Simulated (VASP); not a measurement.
A run of VASP 6.6.1 is set up as follows.

Contents of INCAR:

```
  PREC = Accurate
  ENCUT = 520
  EDIFF = 1E-8
  ISMEAR = 0
  SIGMA = 0.01
  LREAL = False
  LASPH = True
  NELM = 100
  ALGO = Normal
  ISIF = 2
  LWAVE = False
  LCHARG = True
  GGA = PS
  IBRION = 8
  NSW = 1
```

File KPOINTS:

```
regular mesh
0
Gamma
  8 8 8
```

File POSCAR:

```
NaF
1.0
    2.2857032682      2.2857032682      0.0000000000
   -2.2857032682      2.2857032682      0.0000000000
    0.0000000000      2.2857032682      2.2857032682
Na F
1 1
Direct
    0.0000000000      0.0000000000      0.0000000000
    0.5000000000      0.5000000000      0.0000000000
```

Potentials or basis: VASP PAW PBE potentials, release 64 (Na_pv, F).

Run with:

```console
$ cat potpaw_PBE.64/Na_pv/POTCAR potpaw_PBE.64/F/POTCAR > POTCAR
$ mpirun -np 1 vasp_std > vasp.out
```

(1) Estimate the highest phonon frequency at Γ, LO-TO splitting left out.

## Answers

(1) 267 cm⁻¹.

Caveat: the cell stands under pressure or tension, which shifts response properties.
